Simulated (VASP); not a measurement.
# Mg4S (P6/mmm) in VASP: a series of runs, part 2 of 3

VASP 6.6.1.

### Step 3. Single point, PBE

This run uses another cell than the first one, of 26.35 Å³/atom, 1.265 times its volume.

Contents of INCAR:

```
SYSTEM = Mg4S
  PREC = Accurate
  ENCUT = 520
  EDIFF = 1E-7
  ISMEAR = 0
  SIGMA = 0.1
  LREAL = .FALSE.
  LASPH = .TRUE.
  NELM = 80
  ALGO = Normal
  ISIF = 2
  LWAVE = .FALSE.
  LCHARG = .FALSE.
  GGA = PE
  NBANDS = 15
```

Contents of KPOINTS:

```
regular mesh
0
G
  6 6 4
  0 0 0
```

Contents of POSCAR:

```
Mg4S
1.0
    5.0190024869      0.0000000000      0.0000000000
   -2.5095012435      4.3465836553      0.0000000000
    0.0000000000      0.0000000000      6.0398932772
Mg S
4 1
Direct
    0.3333333333      0.6666666667      0.5000000000
    0.6666666667      0.3333333333      0.5000000000
    0.3333333333      0.6666666667      0.0000000000
    0.6666666667      0.3333333333      0.0000000000
    0.0000000000      0.0000000000      0.0000000000
```

Potentials or basis: VASP PAW PBE potentials, release 64 (Mg, S).

Launch:

```sh
$ cat potpaw_PBE.64/Mg/POTCAR potpaw_PBE.64/S/POTCAR > POTCAR
$ mpirun -np 1 vasp_std > vasp.out
```

OUTCAR:

```text
SYSTEM = Mg4S
   PREC = Accurate
   ENCUT = 520
   EDIFF = 1E-7
   ISMEAR = 0
   LREAL = .FALSE.
   LASPH = .TRUE.
   NELM = 80
   ISIF = 2
   GGA = PE

 ion  position               nearest neighbor table
   1  0.333  0.667  0.500-   2 2.90   2 2.90   2 2.90   3 3.02   3 3.02
   2  0.667  0.333  0.500-   1 2.90   1 2.90   1 2.90   4 3.02   4 3.02
   3  0.333  0.667  0.000-   4 2.90   4 2.90   5 2.90   5 2.90   5 2.90   4 2.90   1 3.02   1 3.02

   4  0.667  0.333  0.000-   3 2.90   3 2.90   5 2.90   5 2.90   5 2.90   3 2.90   2 3.02   2 3.02

   5  0.000  0.000  0.000-   3 2.90   4 2.90   4 2.90   3 2.90   4 2.90   3 2.90

  LATTYP: Found a hexagonal cell.
 ALAT       =     5.0190024869
 C/A-ratio  =     1.2034051174

  Lattice vectors:

 A1 = (   5.0190024869,   0.0000000000,   0.0000000000)
 A2 = (  -2.5095012435,   4.3465836553,   0.0000000000)
 A3 = (   0.0000000000,   0.0000000000,   6.0398932772)

Analysis of symmetry for initial positions (statically):
=====================================================================
 Subroutine PRICEL returns:
 Original cell was already a primitive cell.

[... 193 lines left out ...]
     13       6.3936      0.00000
     14       6.5409      0.00000
[... 347 lines left out ...]
      2      -2.6621      2.00000
      3      -2.6621      2.00000
      4      -0.6075      2.00000
      5      -0.5042      2.00000
      6      -0.5042      2.00000
      7       2.4292      0.01074
      8       2.4292      0.01074
      9       2.9171      0.00000
     10       3.6851      0.00000
     11       6.6934      0.00000
     12       6.6934      0.00000
     13       7.3936      0.00000
     14       7.3936      0.00000
     15       8.0893      0.00000

------------------------ aborting loop because EDIFF is reached ----------------------------------------

  FORCE on cell =-STRESS in cart. coord.  units (eV):
  Direction    XX          YY          ZZ          XY          YZ          ZX
  --------------------------------------------------------------------------------------
  -------------------------------------------------------------------------------------
  Total        0.1798588      0.1798588      0.2250538     -0.0000000      0.0000000      0.0000000
  in kB        2.1869936      2.1869936      2.7365425     -0.0000000      0.0000000      0.0000000
  external PRESSURE =       2.3701765 kB  Pullay stress =       0.0000000 kB

 VOLUME and BASIS-vectors are now :
 -----------------------------------------------------------------------------
  energy-cutoff  :      520.00
  volume of cell :      131.76
      direct lattice vectors                 reciprocal lattice vectors
     5.019002487  0.000000000  0.000000000     0.199242778  0.115032872  0.000000000
    -2.509501243  4.346583655  0.000000000     0.000000000  0.230065743  0.000000000
     0.000000000  0.000000000  6.039893277     0.000000000  0.000000000  0.165565839

 POSITION                                       TOTAL-FORCE (eV/Angst)
 -----------------------------------------------------------------------------------
     -0.00000      2.89772      3.01995         0.000000     -0.000000      0.000000
      2.50950      1.44886      3.01995        -0.000000      0.000000     -0.000000
     -0.00000      2.89772      0.00000         0.000000     -0.000000      0.000000
      2.50950      1.44886      0.00000        -0.000000      0.000000      0.000000
      0.00000      0.00000      0.00000         0.000000      0.000000      0.000000
 -----------------------------------------------------------------------------------
    total drift:                                0.000000     -0.000000      0.000000

  FREE ENERGIE OF THE ION-ELECTRON SYSTEM (eV)
  ---------------------------------------------------
  free  energy   TOTEN  =        -9.0881605276 eV

  energy  without entropy=       -9.0760398753  energy(sigma->0) =       -9.08210020
```

OSZICAR:

```text
N       E                     dE             d eps       ncg     rms          rms(c)
DAV:   1     0.248971618423E+02    0.24897E+02   -0.43047E+03   630   0.681E+02
DAV:   2    -0.630418129392E+01   -0.31201E+02   -0.27856E+02   897   0.872E+01
DAV:   3    -0.971783247491E+01   -0.34137E+01   -0.33707E+01   826   0.265E+01
DAV:   4    -0.976596460991E+01   -0.48132E-01   -0.48109E-01   826   0.388E+00
DAV:   5    -0.976671657028E+01   -0.75196E-03   -0.75195E-03   840   0.509E-01    0.651E+00
DAV:   6    -0.910458444365E+01    0.66213E+00   -0.19270E+00   794   0.602E+00    0.437E+00
DAV:   7    -0.910122025200E+01    0.33642E-02   -0.23268E-01   679   0.202E+00    0.190E+00
DAV:   8    -0.908953187972E+01    0.11688E-01   -0.24005E-02   840   0.756E-01    0.284E-01
DAV:   9    -0.908800702922E+01    0.15249E-02   -0.36566E-03   779   0.304E-01    0.139E-01
DAV:  10    -0.908814753594E+01   -0.14051E-03   -0.71599E-04   707   0.143E-01    0.244E-02
DAV:  11    -0.908815553704E+01   -0.80011E-05   -0.36763E-05   854   0.332E-02    0.873E-03
DAV:  12    -0.908816073986E+01   -0.52028E-05   -0.86637E-06   686   0.132E-02    0.931E-03
DAV:  13    -0.908816045560E+01    0.28425E-06   -0.42246E-07   812   0.322E-03    0.142E-03
DAV:  14    -0.908816052755E+01   -0.71954E-07   -0.17057E-07   700   0.183E-03
   1 F= -.90881605E+01 E0= -.90821002E+01  d E =-.121207E-01
```

stdout:

```text
POSCAR found type information on POSCAR MgS
 POSCAR found :  2 types and       5 ions
 scaLAPACK will be used
 LDA part: xc-table for (Slater+PW92), standard interpolation
 POSCAR, INCAR and KPOINTS ok, starting setup
 FFT: planning ... GRIDC
 FFT: planning ... GRID_SOFT
 FFT: planning ... GRID
 WAVECAR not read
 entering main loop
```

Run time: 32 s. Hardware: 1 thread of Intel Xeon 6975P-C, shared host; peak memory 0.26 GiB.

What came out:

```
Free energy            : -9.0882 eV
Pressure               : 0.2 GPa
Band gap on the k mesh : zero (band 7 reaches 3.32 eV, above the bottom of band 8 at 2.15 eV)
```

### Step 4. Relaxation of cell and atoms, PBE

Contents of INCAR:

```
SYSTEM = Mg4S
PREC = Accurate
ENCUT = 600
EDIFF = 1E-7
ISMEAR = 0
SIGMA = 0.1
LREAL = .False.
LASPH = .True.
NELM = 60
ALGO = Normal
ISIF = 3
LWAVE = .False.
LCHARG = .False.
GGA = PE
IBRION = 2
NSW = 90
EDIFFG = -0.04
```

Contents of KPOINTS:

```
regular mesh
0
Gamma
  6 6 4
  0 0 0
```

Contents of POSCAR:

```
Mg4S
1.0
    4.8481504000      0.0000000000      0.0000000000
   -2.4240752000      4.1986214100      0.0000000000
    0.0000000000      0.0000000000      5.1171445700
Mg S
4 1
Direct
    0.3333333300      0.6666666700      0.5000000000
    0.6666666700      0.3333333300      0.5000000000
    0.3333333300      0.6666666700      0.0000000000
    0.6666666700      0.3333333300      0.0000000000
    0.0000000000      0.0000000000      0.0000000000
```

Potentials or basis: VASP PAW PBE potentials, release 64 (Mg, S).

Launch:

```sh
$ cat potpaw_PBE.64/Mg/POTCAR potpaw_PBE.64/S/POTCAR > POTCAR
$ mpirun -np 1 vasp_std > vasp.out
```

OUTCAR:

```text
SYSTEM = Mg4S
   PREC = Accurate
   ENCUT = 600
   EDIFF = 1E-7
   ISMEAR = 0
   LREAL = .False.
   LASPH = .True.
   NELM = 60
   ISIF = 3
   GGA = PE
   IBRION = 2
   NSW = 90
   EDIFFG = -0.04

 ion  position               nearest neighbor table
   1  0.333  0.667  0.500-   3 2.56   3 2.56   2 2.80   2 2.80   2 2.80
   2  0.667  0.333  0.500-   4 2.56   4 2.56   1 2.80   1 2.80   1 2.80
   3  0.333  0.667  0.000-   1 2.56   1 2.56   5 2.80   4 2.80   4 2.80   5 2.80   5 2.80   4 2.80

   4  0.667  0.333  0.000-   2 2.56   2 2.56   5 2.80   3 2.80   3 2.80   5 2.80   5 2.80   3 2.80

   5  0.000  0.000  0.000-   3 2.80   4 2.80   4 2.80   3 2.80   4 2.80   3 2.80

  LATTYP: Found a hexagonal cell.
 ALAT       =     4.8481504000
 C/A-ratio  =     1.0554838748

  Lattice vectors:

 A1 = (   4.8481504000,   0.0000000000,   0.0000000000)
 A2 = (  -2.4240752000,   4.1986214100,   0.0000000000)
 A3 = (   0.0000000000,   0.0000000000,   5.1171445700)

Analysis of symmetry for initial positions (statically):
=====================================================================
 Subroutine PRICEL returns:
 Original cell was already a primitive cell.

 Routine SETGRP: Setting up the symmetry group for a
 hexagonal supercell.

 Subroutine GETGRP returns: Found 24 space group operations
 (whereof 24 operations were pure point group operations)
 out of a pool of 24 trial point group operations.

The static configuration has the point symmetry D_6h.

Analysis of symmetry for dynamics (positions and initial velocities):
=====================================================================
 Subroutine PRICEL returns:
 Original cell was already a primitive cell.

 Routine SETGRP: Setting up the symmetry group for a
 hexagonal supercell.

 Subroutine GETGRP returns: Found 24 space group operations
 (whereof 24 operations were pure point group operations)
 out of a pool of 24 trial point group operations.

The dynamic configuration has the point symmetry D_6h.

 Subroutine INISYM returns: Found 24 space group operations
 (whereof 24 operations are pure point group operations),
 and found     1 'primitive' translations

----------------------------------------------------------------------------------------

                                     Primitive cell

  volume of cell :     104.1623

  direct lattice vectors                    reciprocal lattice vectors
     4.848150400  0.000000000  0.000000000     0.206264228  0.119086708  0.000000000
    -2.424075200  4.198621410  0.000000000     0.000000000  0.238173415  0.000000000
     0.000000000  0.000000000  5.117144570     0.000000000  0.000000000  0.195421487

  length of vectors
     4.848150400  4.848150402  5.117144570     0.238173415  0.238173415  0.195421487

  position of ions in fractional coordinates (direct lattice)
     0.333333330  0.666666670  0.500000000
     0.666666670  0.333333330  0.500000000
     0.333333330  0.666666670  0.000000000
     0.666666670  0.333333330  0.000000000
     0.000000000  0.000000000  0.000000000

  ion indices of the primitive-cell ions
   primitive index   ion index
                 1           1
                 2           2
                 3           3
                 4           4
                 5           5

----------------------------------------------------------------------------------------

 KPOINTS: regular mesh

Automatic generation of k-mesh.
 Grid dimensions read from file:
 generate k-points for:    6    6    4

 Generating k-lattice:

  Cartesian coordinates                     Fractional coordinates (reciprocal lattice)
     0.034377371  0.019847785  0.000000000     0.166666667  0.000000000  0.000000000
     0.000000000  0.039695569  0.000000000     0.000000000  0.166666667  0.000000000
     0.000000000  0.000000000  0.048855372     0.000000000  0.000000000  0.250000000

  Length of vectors
     0.039695569  0.039695569  0.048855372

  Shift w.r.t. Gamma in fractional coordinates (k-lattice)
     0.000000000  0.000000000  0.000000000

 Subroutine IBZKPT returns following result:
 ===========================================

 Found     21 irreducible k-points:

 Following reciprocal coordinates:
            Coordinates               Weight
  0.000000  0.000000  0.000000      1.000000
  0.166667 -0.000000  0.000000      6.000000
  0.333333  0.000000  0.000000      6.000000
  0.500000 -0.000000  0.000000      3.000000
  0.166667  0.166667  0.000000      6.000000
  0.333333  0.166667  0.000000     12.000000
[... 13 lines left out ...]
  0.333333  0.166667  0.500000     12.000000
  0.333333  0.333333  0.500000      2.000000
   k-points           NKPTS =     21   k-points in BZ     NKDIM =     21   number of bands    NBANDS=     11
   number of dos      NEDOS =    301   number of ions     NIONS =      5
   total plane-waves  NPLWV =  67200
   dimension x,y,z NGX =    40 NGY =   40 NGZ =   42
   dimension x,y,z NGXF=    80 NGYF=   80 NGZF=   84
   ions per type =               4   1
   NGX,Y,Z   is equivalent  to a cutoff of  13.72, 13.72, 13.64 a.u.
   NGXF,Y,Z  is equivalent  to a cutoff of  27.43, 27.43, 27.29 a.u.
 SYSTEM =  Mg4S
   PREC   = accura    normal or accurate (medium, high low for compatibility)
   ISTART =      0    job   : 0-new  1-cont  2-samecut
   ICHARG =      2    charge: 1-file 2-atom 10-const
   ISPIN  =      1    spin polarized calculation?
   LNONCOLLINEAR =      F non collinear calculations
   LSORBIT =      F    spin-orbit coupling
   LASPH  =      T    aspherical Exc in radial PAW
   ENCUT  =  600.0 eV  44.10 Ry    6.64 a.u.   9.68  9.68 10.22*2*pi/ulx,y,z
   NELM   =     60;   NELMIN=  2; NELMDL= -5     # of ELM steps
   EDIFF  = 0.1E-06   stopping-criterion for ELM
   LREAL  =      F    real-space projection
   EDIFFG = -.4E-01   stopping-criterion for IOM
   NSW    =     90    number of steps for IOM
   IBRION =      2    ionic relax: 0-MD 1-quasi-New 2-CG
   NFREE  =      1    steps in history (QN), initial steepest desc. (CG)
   ISIF   =      3    stress and relaxation
   ISYM   =      2    0-nonsym 1-usesym 2-fastsym
   POTIM  = 0.5000    time-step for ionic-motion
   TEBEG  =    0.0;   TEEND  =   0.0 temperature during run
   PSTRESS=    0.0 pullay stress
   NELECT =      14.0000    total number of electrons
   NUPDOWN=      -1.0000    fix difference up-down
   EMIN   =  10.00;   EMAX   =-10.00  energy-range for DOS
   EFERMI =   0.00;   METHOD = LEGACY
   ISMEAR =     0;   SIGMA  =   0.10  broadening in eV -4-tet -1-fermi 0-gaus
   EFERMI_NEDOS =   21; number of points for ismear=-14 and -15
   IALGO  =     38    algorithm
   IMIX   =      4    mixing-type and parameters
     AMIX     =   0.40;   BMIX     =  1.00
     AMIX_MAG =   1.60;   BMIX_MAG =  1.00
  volume/ion in A,a.u.               =      20.83       140.58
  Fermi-wavevector in a.u.,A,eV,Ry     =   0.838585  1.584697  9.567966  0.703226
  Thomas-Fermi vector in A             =   1.952664
   LORBIT       =      0    0 simple, 1 ext, 2 COOP (PROOUT), +10 PAW based schemes
   GGA     = PE    functional components
   LHFCALC =     F    Hartree Fock is set to
   AEXX    =    0.0000 exact exchange contribution
   IVDW    =     0    specifies the selected vdW correction
   LEPSILON=     F    determine dielectric tensor
   LRPA    =     F    only Hartree local field effects (RPA)
 conjugate gradient relaxation of ions
 non-spin polarized calculation
 Gauss-broadening in eV      SIGMA  =   0.10
  energy-cutoff  :      600.00
  volume of cell :      104.16
 maximum number of plane-waves:      3500
 NGX is ok and might be reduce to    40
   NGX = 19   NGY = 19   NGZ = 21

--------------------------------------- Ionic step        1  -------------------------------------------

 number of electron      14.0000000 magnetization

 Free energy of the ion-electron system (eV)
  ---------------------------------------------------
  ext. energy  EPLUGINS =         0.00000000
  ---------------------------------------------------
  free energy    TOTEN  =        -7.96939343 eV

  energy without entropy =       -7.94693383  energy(sigma->0) =       -7.95816363

------------------------ aborting loop because EDIFF is reached ----------------------------------------

  FORCE on cell =-STRESS in cart. coord.  units (eV):
  Direction    XX          YY          ZZ          XY          YZ          ZX
  --------------------------------------------------------------------------------------
  -------------------------------------------------------------------------------------
  Total        3.2378061      3.2378061     13.6497804      0.0000000     -0.0000000     -0.0000000
  in kB       49.8024756     49.8024757    209.9547765      0.0000000     -0.0000000     -0.0000000
  external PRESSURE =     103.1865759 kB  Pullay stress =       0.0000000 kB
[... 219 lines left out ...]
  energy  without entropy=       -9.0734330385  energy(sigma->0) =       -9.07956269

--------------------------------------- Ionic step        7  -------------------------------------------

 number of electron      14.0000000 magnetization

 Free energy of the ion-electron system (eV)
  ---------------------------------------------------
  ext. energy  EPLUGINS =         0.00000000
  ---------------------------------------------------
  free energy    TOTEN  =        -9.08765573 eV

  energy without entropy =       -9.07559889  energy(sigma->0) =       -9.08162731

 E-fermi :   2.2019     XC(G=0):  -8.0049

 val. band max:        2.1749684552   @ k =   0.1667   0.1667   0.0000
 cond. band min:       2.2445472858   @ k =   0.3333   0.3333   0.0000
 fundamental gap:      0.0695788306
 Fermi energy:         2.2019306188

 k-point     1 :       0.0000    0.0000    0.0000
  band No.  band energies     occupation
      1     -10.4709      2.00000
      2      -2.7700      2.00000
      3      -1.1481      2.00000
      4      -1.1481      2.00000
      5      -1.1069      2.00000
      6       1.0569      2.00000
      7       2.6304      0.00000
      8       2.6527      0.00000
      9       2.6527      0.00000
     10       3.6923      0.00000
     11       5.6981      0.00000
[... 310 lines left out ...]
  FREE ENERGIE OF THE ION-ELECTRON SYSTEM (eV)
  ---------------------------------------------------
  free  energy   TOTEN  =        -9.0876557309 eV

  energy  without entropy=       -9.0755988858  energy(sigma->0) =       -9.08162731

 reached required accuracy - stopping structural energy minimisation
```

CONTCAR:

```text
Mg4S
   1.00000000000000
     5.0359550143333305   -0.0000000000000000   -0.0000000000000000
    -2.5179775071666652    4.3612649772179513    0.0000000000000000
     0.0000000000000000   -0.0000000000000000    6.0484038104752358
  Mg              S
     4     1
Direct
     0.3333333300000021    0.6666666699999979    0.5000000000000000
     0.6666666699999979    0.3333333300000021    0.5000000000000000
     0.3333333300000021    0.6666666699999979    1.0000000000000000
     0.6666666699999979    0.3333333300000021    0.0000000000000000
     1.0000000000000000    1.0000000000000000    0.0000000000000000

  0.00000000E+00  0.00000000E+00  0.00000000E+00
  0.00000000E+00  0.00000000E+00  0.00000000E+00
  0.00000000E+00  0.00000000E+00  0.00000000E+00
  0.00000000E+00  0.00000000E+00  0.00000000E+00
  0.00000000E+00  0.00000000E+00  0.00000000E+00
```

It took 2.5 min on 1 thread of Intel Xeon 6975P-C, shared host; peak memory 0.27 GiB.

What came out:

```
Free energy                            : -9.0877 eV
Relaxed volume                         : 26.57 Å³/atom
Relaxed cell                           : a = 5.036 Å, b = 5.036 Å, c = 6.048 Å, α = 90.00°, β = 90.00°, γ = 120.00°
Space group after relaxing (to 0.05 Å) : P6/mmm (No. 191)
Energy gained by relaxing              : 223.7 meV/atom
Ionic steps                            : 7
Pressure after relaxing                : 0.0 GPa
Band gap on the k mesh                 : zero (band 7 reaches 3.28 eV, above the bottom of band 8 at 2.10 eV)
```

Stress tensor (GPa, compression positive):
```
-0.09  0.00  0.00
 0.00 -0.09  0.00
 0.00  0.00  0.18
```

Step by step:
| step | energy change (eV) | largest force (eV/Å) | pressure (GPa) | volume (Å³) |
| --- | --- | --- | --- | --- |
| 1 | 0.0000 | 0.0000 | 10.32 | 104.16 |
| 2 | -1.0576 | 0.0000 | 1.54 | 125.36 |
| 3 | -1.1087 | 0.0000 | 0.38 | 130.58 |
| 4 | -1.0798 | 0.0000 | -1.35 | 141.33 |
| 5 | -1.1162 | 0.0000 | -0.29 | 134.21 |
| 6 | -1.1163 | 0.0000 | -0.18 | 133.57 |
| 7 | -1.1183 | 0.0000 | 0.00 | 132.84 |

Final structure:
```
Mg S
1.0
     5.03596    0.00000    0.00000
    -2.51798    4.36126    0.00000
     0.00000    0.00000    6.04840
Mg S
4 1
Direct
  0.33333 0.66667 0.50000
  0.66667 0.33333 0.50000
  0.33333 0.66667 0.00000
  0.66667 0.33333 0.00000
  0.00000 0.00000 0.00000
```

Levels at points of the mesh, in eV from the Fermi level:
| k point | band 4 | band 5 | band 6 | band 7 | band 8 | band 9 | band 10 | band 11 |
| --- | --- | --- | --- | --- | --- | --- | --- | --- |
| (0.00, 0.00, 0.00) | -3.35 | -3.31 | -1.15 | 0.43 | 0.45 | 0.45 | 1.49 | 3.50 |
| (0.50, 0.00, 0.00) | -2.88 | -2.52 | -2.15 | -0.56 | 0.36 | 1.06 | 1.44 | 2.35 |
| (0.00, 0.00, 0.50) | -3.33 | -3.33 | -1.45 | 1.08 | 1.08 | 1.72 | 1.72 | 2.38 |
| (0.50, 0.00, 0.50) | -3.38 | -3.27 | -1.70 | -1.05 | 0.56 | 0.65 | 2.69 | 3.28 |

Caveat: the volume moved by over 15 % at a fixed basis, so the end points are rough.

[end of part 2 of 3]
